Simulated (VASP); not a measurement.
Input of a VASP 6.6.1 run:

Contents of INCAR:

```
SYSTEM = Ba
ALGO = Normal ; EDIFF = 1E-6
ENCUT = 500 ; GGA_COMPAT = .FALSE.
ISIF = 2 ; ISMEAR = -1
LASPH = .TRUE. ; LCHARG = .FALSE.
LREAL = .FALSE. ; LWAVE = .FALSE.
NBANDS = 17 ; NELM = 120
PREC = Accurate ; SIGMA = 0.1
```

KPOINTS

```
k-points
0
G
  10 10 5
  0 0 0
```

File POSCAR:

```
Ba
1.0
    4.2889153497      0.0000000000      0.0000000000
   -2.1444576748      3.7143096475      0.0000000000
    0.0000000000      0.0000000000      6.9527005658
Ba
2
Direct
    0.3333333333      0.6666666667      0.2500000000
    0.6666666667      0.3333333333      0.7500000000
```

Potentials or basis: VASP PAW LDA potentials, release 64 (Ba_sv).

Run with:

```console
$ cat potpaw_LDA.64/Ba_sv/POTCAR > POTCAR
$ mpirun -np 1 vasp_std > vasp.out
```

Task: What does it give for the pressure?

Result: -0.3 GPa.

Task: What does it give for the band gap on the k mesh?

Result: Zero (bands 10 and 11 overlap by 0.39 eV).

Caveat: spin-orbit coupling is left out, which moves the levels of the heavy elements.
